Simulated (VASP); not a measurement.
# SrTiO3 (Pm-3m) in VASP: vibrations by perturbation theory with PBEsol

Aim: the vibrations by perturbation theory of SrTiO3 with PBEsol.

Everything below comes from runs of VASP 6.6.1. Logs are shortened: lines on timing, memory, paths and dates and some standing lists are left out, and cuts for length are marked.

### 1 The cell of the first run

The structure is cubic, space group Pm-3m (No. 221). Conventional cell: a = 3.891 Å, b = 3.891 Å, c = 3.891 Å, α = 90.00°, β = 90.00°, γ = 90.00°. Within 3.6 Å of Sr (site symmetry m-3m) lie 12 O at 2.75 Å and 8 Ti at 3.37 Å. Ti (site symmetry m-3m) has 6 O at 1.95 Å within 2.6 Å. Within 2.6 Å of O (site symmetry 4/mmm) lie 2 Ti at 1.95 Å.

### 2 Vibrations by perturbation theory, PBEsol

Input file INCAR:

```
ALGO = Normal
EDIFF = 1E-8
ENCUT = 600
GGA = PS
GGA_COMPAT = F
IBRION = 8
ISIF = 2
ISMEAR = 0
LASPH = T
LCHARG = F
LEPSILON = T
LREAL = F
LWAVE = F
NBANDS = 28
NELM = 120
NSW = 1
PREC = Accurate
SIGMA = 0.01
```

Input file KPOINTS:

```
k-points
0
Gamma
  8 8 8
```

Input file POSCAR:

```
SrTiO3
1.0
    3.8911204495      0.0000000000      0.0000000000
    0.0000000000      3.8911204495      0.0000000000
    0.0000000000      0.0000000000      3.8911204495
Sr Ti O
1 1 3
Direct
    0.5000000000      0.5000000000      0.5000000000
    0.0000000000      0.0000000000      0.0000000000
    0.5000000000      0.0000000000      0.0000000000
    0.0000000000      0.5000000000      0.0000000000
    0.0000000000      0.0000000000      0.5000000000
```

Potentials or basis: VASP PAW PBE potentials, release 64 (Sr_sv, Ti_sv, O).

Run with:

```console
> cat potpaw_PBE.64/Sr_sv/POTCAR potpaw_PBE.64/Ti_sv/POTCAR potpaw_PBE.64/O/POTCAR > POTCAR
> mpirun -np 1 vasp_std > vasp.out
```

OUTCAR:

```text
EDIFF = 1E-8
   ENCUT = 600
   GGA = PS
   IBRION = 8
   ISIF = 2
   ISMEAR = 0
   LASPH = T
   LEPSILON = T
   LREAL = F
   NELM = 120
   NSW = 1
   PREC = Accurate

 ion  position               nearest neighbor table
   1  0.500  0.500  0.500-   3 2.75   4 2.75   5 2.75   3 2.75   4 2.75   3 2.75   5 2.75   3 2.75
                             4 2.75   5 2.75   4 2.75   5 2.75   2 3.37   2 3.37   2 3.37   2 3.37
   2  0.000  0.000  0.000-   3 1.95   4 1.95   5 1.95   5 1.95   4 1.95   3 1.95   1 3.37   1 3.37
                             1 3.37   1 3.37   1 3.37   1 3.37   1 3.37   1 3.37
   3  0.500  0.000  0.000-   2 1.95   2 1.95   1 2.75   1 2.75   1 2.75   1 2.75
   4  0.000  0.500  0.000-   2 1.95   2 1.95   1 2.75   1 2.75   1 2.75   1 2.75
   5  0.000  0.000  0.500-   2 1.95   2 1.95   1 2.75   1 2.75   1 2.75   1 2.75

  LATTYP: Found a simple cubic cell.
 ALAT       =     3.8911204495

  Lattice vectors:

 A1 = (   3.8911204495,   0.0000000000,   0.0000000000)
 A2 = (   0.0000000000,   3.8911204495,   0.0000000000)
 A3 = (   0.0000000000,   0.0000000000,   3.8911204495)

Analysis of symmetry for initial positions (statically):
=====================================================================
 Subroutine PRICEL returns:
 Original cell was already a primitive cell.

 Routine SETGRP: Setting up the symmetry group for a
 simple cubic supercell.

 Subroutine GETGRP returns: Found 48 space group operations
 (whereof 48 operations were pure point group operations)
 out of a pool of 48 trial point group operations.

The static configuration has the point symmetry O_h .

Analysis of symmetry for dynamics (positions and initial velocities):
=====================================================================
 Subroutine PRICEL returns:
 Original cell was already a primitive cell.

 Routine SETGRP: Setting up the symmetry group for a
 simple cubic supercell.

 Subroutine GETGRP returns: Found 48 space group operations
 (whereof 48 operations were pure point group operations)
 out of a pool of 48 trial point group operations.

The dynamic configuration has the point symmetry O_h .

 Subroutine INISYM returns: Found 48 space group operations
 (whereof 48 operations are pure point group operations),
 and found     1 'primitive' translations

----------------------------------------------------------------------------------------

                                     Primitive cell

  volume of cell :      58.9147

  direct lattice vectors                    reciprocal lattice vectors
     3.891120449  0.000000000  0.000000000     0.256995386  0.000000000  0.000000000
     0.000000000  3.891120449  0.000000000     0.000000000  0.256995386  0.000000000
     0.000000000  0.000000000  3.891120449     0.000000000  0.000000000  0.256995386

  length of vectors
     3.891120449  3.891120449  3.891120449     0.256995386  0.256995386  0.256995386

  position of ions in fractional coordinates (direct lattice)
     0.500000000  0.500000000  0.500000000
     0.000000000  0.000000000  0.000000000
     0.500000000  0.000000000  0.000000000
     0.000000000  0.500000000  0.000000000
     0.000000000  0.000000000  0.500000000

  ion indices of the primitive-cell ions
[... 962 lines left out ...]
    -0.03530  0.00000  0.00000
     0.00000  0.03006  0.00000
     0.00000  0.00000 -0.00540

 MACROSCOPIC STATIC DIELECTRIC TENSOR (including local field effects in DFT)
 ------------------------------------------------------
           6.354884     0.000000     0.000000
           0.000000     6.354884    -0.000000
           0.000000    -0.000000     6.354884
 ------------------------------------------------------

 PIEZOELECTRIC TENSOR (including local field effects)  for field in x, y, z        (e  Angst)
          XX          YY          ZZ          XY          YZ          ZX
  --------------------------------------------------------------------------------
  x     0.00000     0.00000     0.00000     0.00000     0.00000     0.00000
  y     0.00000     0.00000     0.00000     0.00000     0.00000     0.00000
  z     0.00000     0.00000     0.00000     0.00000     0.00000     0.00000

 PIEZOELECTRIC TENSOR (including local field effects)  for field in x, y, z        (C/m^2)
          XX          YY          ZZ          XY          YZ          ZX
  --------------------------------------------------------------------------------
  x     0.00000     0.00000     0.00000     0.00000     0.00000     0.00000
  y     0.00000     0.00000     0.00000     0.00000     0.00000     0.00000
  z     0.00000     0.00000     0.00000     0.00000     0.00000     0.00000

 BORN EFFECTIVE CHARGES (including local field effects) (in |e|, cummulative output)
 ---------------------------------------------------------------------------------
 ion    1
    1     2.55360     0.00000    -0.00000
    2    -0.00000     2.55360    -0.00000
    3    -0.00000    -0.00000     2.55360
 ion    2
    1     7.35055     0.00000     0.00000
    2     0.00000     7.35055     0.00000
    3    -0.00000     0.00000     7.35055
 ion    3
    1    -5.82029    -0.00000     0.00000
    2    -0.00000    -2.04193    -0.00000
    3     0.00000     0.00000    -2.04193
 ion    4
    1    -2.04193    -0.00000     0.00000
    2    -0.00000    -5.82029     0.00000
    3     0.00000    -0.00000    -2.04193
 ion    5
    1    -2.04193    -0.00000     0.00000
    2    -0.00000    -2.04193     0.00000
    3     0.00000    -0.00000    -5.82029

 INTERNAL STRAIN TENSOR FOR ION    5 for displacements in x,y,z  (eV/Angst):
          X           Y           Z          XY          YZ          ZX
  --------------------------------------------------------------------------------
  x     0.00000     0.00000     0.00000     0.00000     0.00000     0.00000
  y     0.00000     0.00000     0.00000     0.00000     0.00000     0.00000
  z     0.00000     0.00000     0.00000     0.00000     0.00000     0.00000

 SECOND DERIVATIVES (NOT SYMMETRIZED)
 ------------------------------------
               1X          1Y          1Z          2X          2Y          2Z          3X          3Y          3Z          4X          4Y          4Z          5X          5Y          5Z
  1X    -3.687104   -0.000000    0.000000    3.017602    0.000000   -0.000000    1.176770    0.000000   -0.000000   -0.253634    0.000000    0.000000   -0.253634   -0.000000    0.000000
  1Y    -0.000000   -3.687104    0.000000    0.000000    3.017602   -0.000000    0.000000   -0.253634    0.000000    0.000000    1.176770    0.000000   -0.000000   -0.253634    0.000000
  1Z     0.000000    0.000000   -3.687104    0.000000    0.000000    3.017602    0.000000   -0.000000   -0.253634   -0.000000    0.000000   -0.253634    0.000000    0.000000    1.176770
  2X     3.016766    0.000000   -0.000000   -2.312958   -0.000000   -0.000000   -0.126615    0.000000    0.000000   -0.288596    0.000000    0.000000   -0.288596    0.000000    0.000000
  2Y     0.000000    3.016766    0.000000   -0.000000   -2.312958   -0.000000    0.000000   -0.288596    0.000000    0.000000   -0.126615    0.000000    0.000000   -0.288596   -0.000000
  2Z     0.000000   -0.000000    3.016766   -0.000000   -0.000000   -2.312958    0.000000   -0.000000   -0.288596   -0.000000    0.000000   -0.288596    0.000000    0.000000   -0.126615
  3X     1.177567   -0.000000   -0.000000   -0.155279    0.000000   -0.000000  -11.972775    0.000000    0.000000    5.475243   -0.000000    0.000000    5.475243   -0.000000    0.000000
  3Y     0.000000   -0.262901    0.000000    0.000000   -0.309201    0.000000    0.000000   -3.991034    0.000000    0.000000    5.477604    0.000000    0.000000   -0.914468    0.000000
  3Z     0.000000    0.000000   -0.262901    0.000000    0.000000   -0.309201    0.000000    0.000000   -3.991034    0.000000    0.000000   -0.914468    0.000000    0.000000    5.477604
  4X    -0.262901    0.000000    0.000000   -0.309201    0.000000    0.000000    5.477604    0.000000    0.000000   -3.991034    0.000000    0.000000   -0.914468    0.000000    0.000000
  4Y    -0.000000    1.177567    0.000000   -0.000000   -0.155279    0.000000    0.000000    5.475243   -0.000000    0.000000  -11.972775   -0.000000   -0.000000    5.475243    0.000000
  4Z     0.000000    0.000000   -0.262901    0.000000    0.000000   -0.309201    0.000000    0.000000   -0.914468    0.000000    0.000000   -3.991034    0.000000    0.000000    5.477604
  5X    -0.262901    0.000000    0.000000   -0.309201    0.000000    0.000000    5.477604    0.000000    0.000000   -0.914468    0.000000    0.000000   -3.991034    0.000000    0.000000
  5Y     0.000000   -0.262901    0.000000    0.000000   -0.309201    0.000000    0.000000   -0.914468    0.000000    0.000000    5.477604    0.000000    0.000000   -3.991034    0.000000
  5Z    -0.000000   -0.000000    1.177567   -0.000000   -0.000000   -0.155279    0.000000    0.000000    5.475243    0.000000    0.000000    5.475243   -0.000000   -0.000000  -11.972775

 Eigenvectors and eigenvalues of the dynamical matrix
 ----------------------------------------------------

   1 f  =   16.099229 THz   101.154438 2PiTHz  537.012467 cm-1    66.581030 meV
             X         Y         Z           dx          dy          dz
      1.945560  1.945560  1.945560    -0.000000    0.000000   -0.031020
      0.000000  0.000000  0.000000    -0.000000    0.000000   -0.002495
      1.945560  0.000000  0.000000     0.000000    0.000000   -0.382080
      0.000000  1.945560  0.000000    -0.000000   -0.000000   -0.382080
      0.000000  0.000000  1.945560    -0.000000    0.000000    0.840869
[... 105 lines left out ...]
  15 f/i=    1.550255 THz     9.740542 2PiTHz   51.710955 cm-1     6.411338 meV
             X         Y         Z           dx          dy          dz
      1.945560  1.945560  1.945560    -0.215629    0.109607   -0.000023
      0.000000  0.000000  0.000000    -0.381571    0.193956   -0.000040
      1.945560  0.000000  0.000000     0.413199   -0.236199    0.000049
      0.000000  1.945560  0.000000     0.464676   -0.210033    0.000049
      0.000000  0.000000  1.945560     0.464676   -0.236199    0.000044

--------------------------------------------------------------------------------------------------------

 MACROSCOPIC STATIC DIELECTRIC TENSOR IONIC CONTRIBUTION
 ------------------------------------------------------
        1015.992005     0.000000     0.000000
           0.000000  1015.992005    -0.000000
           0.000000    -0.000000  1015.992005
 ------------------------------------------------------

 ELASTIC MODULI CONTR FROM IONIC RELAXATION (kBar)
 Direction    XX          YY          ZZ          XY          YZ          ZX
 --------------------------------------------------------------------------------
 XX           0.0000      0.0000      0.0000      0.0000      0.0000      0.0000
 YY           0.0000      0.0000      0.0000      0.0000      0.0000      0.0000
 ZZ           0.0000      0.0000      0.0000      0.0000      0.0000      0.0000
 XY           0.0000      0.0000      0.0000      0.0000      0.0000      0.0000
 YZ           0.0000      0.0000      0.0000      0.0000      0.0000      0.0000
 ZX           0.0000      0.0000      0.0000      0.0000      0.0000      0.0000
 --------------------------------------------------------------------------------

 PIEZOELECTRIC TENSOR IONIC CONTR  for field in x, y, z        (C/m^2)
          XX          YY          ZZ          XY          YZ          ZX
  --------------------------------------------------------------------------------
  x     0.00000     0.00000     0.00000     0.00000     0.00000     0.00000
  y     0.00000     0.00000     0.00000     0.00000     0.00000     0.00000
  z     0.00000     0.00000     0.00000     0.00000     0.00000     0.00000
```

Wall time 20 min (1 thread of Intel Xeon 6975P-C (Granite Rapids), shared host); peak memory 0.8 GiB.

What came out:

* Electronic dielectric tensor (diagonal): 6.35
* Born charges (mean of the diagonal): Sr +2.55; Ti +7.35; O -3.30 e
* Highest phonon frequency at Γ, LO-TO splitting left out: 537 cm⁻¹
* Most unstable mode: 52i cm⁻¹

Phonon frequencies in cm⁻¹ (negative: imaginary):
```csv
q point,frequencies
"(0.000, 0.000, 0.000)",-52 -52 -52 3 3 3 160 160 160 229 229 229 537 537 537
```

Electronic dielectric tensor:
```
6.35 0.00 0.00
0.00 6.35 0.00
0.00 0.00 6.35
```

Born effective charge tensors (e):
atom 1, Sr
```
2.55 0.00 0.00
0.00 2.55 0.00
0.00 0.00 2.55
```
atom 2, Ti
```
7.35 0.00 0.00
0.00 7.35 0.00
0.00 0.00 7.35
```
atom 3, O
```
-5.82  0.00  0.00
 0.00 -2.04  0.00
 0.00  0.00 -2.04
```
atom 4, O
```
-2.04  0.00  0.00
 0.00 -5.82  0.00
 0.00  0.00 -2.04
```
atom 5, O
```
-2.04  0.00  0.00
 0.00 -2.04  0.00
 0.00  0.00 -5.82
```

Caveat: some modes are imaginary.
